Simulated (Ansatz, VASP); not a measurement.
**Two plane-wave programs on GaRh3C**

```
CELL_PARAMETERS angstrom
3.99324 0.00000 0.00000
0.00000 3.99324 0.00000
0.00000 0.00000 3.99324
ATOMIC_POSITIONS crystal
Ga 0.00000 0.00000 0.00000
Rh 0.00000 0.50000 0.50000
Rh 0.50000 0.00000 0.50000
Rh 0.50000 0.50000 0.00000
C 0.50000 0.50000 0.50000
```

Alike in both runs: functional PBEsol; k mesh 10 × 10 × 10; occupations gaussian, width 0.1 eV; no spin polarisation.

Ansatz relaxed the structure, and its values are those at the end. VASP's run is a single point on that final structure, the one shown.

|  | VASP | Ansatz |
| --- | --- | --- |
| version | VASP 6.6.1 | Ansatz 0.2.0 |
| potentials or method | VASP PAW PBE potentials, release 64 (Ga_d, Rh_pv, C), cutoff 520 eV | scalar-relativistic, plane waves, PAW |
| valence electrons in the cell | 62 | 68 |

Ansatz gave:

```
gap on the k mesh at the Fermi level (eV) : none
pressure (GPa)                            : 0.0
```

Which values does VASP return?

gap on the k mesh at the Fermi level (eV): none; pressure (GPa): 0.2.

VASP's potentials were made for PBE, not for PBEsol. A gap of «none» marks a metal or a gap that the smearing closes. VASP's potentials hold 62 valence electrons a cell and Ansatz's 68, so a difference there can come from the potentials and not from the codes.
